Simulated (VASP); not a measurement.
**MgO (lda): relaxation of cell and atoms with LDA**

MgO (lda):

```
Mg O
1.0
     0.00000    2.03754    2.03754
     2.03754    0.00000    2.03754
     2.03754    2.03754    0.00000
Mg O
1 1
Direct
  0.00000 0.00000 0.00000
  0.50000 0.50000 0.50000
```

```yaml
Program: VASP 6.6.1
Task: relaxation of cell and atoms
Functional: LDA
Potentials_or_basis: VASP PAW LDA potentials, release 64 (Mg, O)
Cutoff: 600 eV
k_mesh: 10 × 10 × 10
Occupations: gaussian, width 0.02 eV
Spin: no spin polarisation
Target_pressure: 12 GPa
Dipole_correction: no
Further_INCAR_settings: ALGO = Normal; EDIFF = 1e-07; IBRION = 2; EDIFFG = -0.002; NSW = 100; ISIF = 3
```

- Relaxed volume: 8.38 Å³/atom
- Relaxed cell: a = 2.873 Å, b = 2.873 Å, c = 2.873 Å, α = 60.00°, β = 60.00°, γ = 60.00°
- Space group after relaxing (to 0.05 Å): Fm-3m (No. 225)
- Energy change on relaxing (the enthalpy is what falls): +5.2 meV/atom
- Ionic steps: 3
- Pressure after relaxing: 12.0 GPa
- Band gap on the k mesh: 5.79 eV, direct

Step by step:
| step | energy change (eV) | largest force (eV/Å) | pressure (GPa) | volume (Å³) |
| --- | --- | --- | --- | --- |
| 1 | 0.0000 | 0.0000 | 10.00 | 16.92 |
| 2 | 0.0188 | 0.0000 | 13.45 | 16.66 |
| 3 | 0.0104 | 0.0000 | 12.00 | 16.77 |

Final structure:
```
Mg O
1.0
     0.00000    2.03146    2.03146
     2.03146    0.00000    2.03146
     2.03146    2.03146    0.00000
Mg O
1 1
Cartesian
  0.0000 0.0000 0.0000
  2.0315 2.0315 2.0315
```

Levels at points of the mesh, in eV from the valence-band top:
| k point | band 1 | band 2 | band 3 | band 4 | band 5 | band 6 | band 7 | band 8 |
| --- | --- | --- | --- | --- | --- | --- | --- | --- |
| (0.00, 0.00, 0.00) | -17.61 | 0.00 | 0.00 | 0.00 | 5.79 | 16.11 | 16.11 | 16.11 |
| (0.50, 0.00, 0.00) | -15.95 | -5.20 | -0.80 | -0.80 | 8.43 | 13.64 | 17.13 | 17.13 |
| (0.50, 0.50, 0.00) | -15.64 | -4.62 | -1.53 | -1.53 | 8.97 | 10.92 | 14.07 | 20.32 |

Wall time 9.4 s on 1 thread of Intel(R) Xeon(R) Platinum 8259CL CPU @ 2.50GHz (Skylake/Cascade Lake) (shared host), peak memory 0.14 GiB.

Caveat: the cell is relaxed towards a set pressure, so the enthalpy falls and the energy may rise. LDA usually gives volumes a few per cent too small.
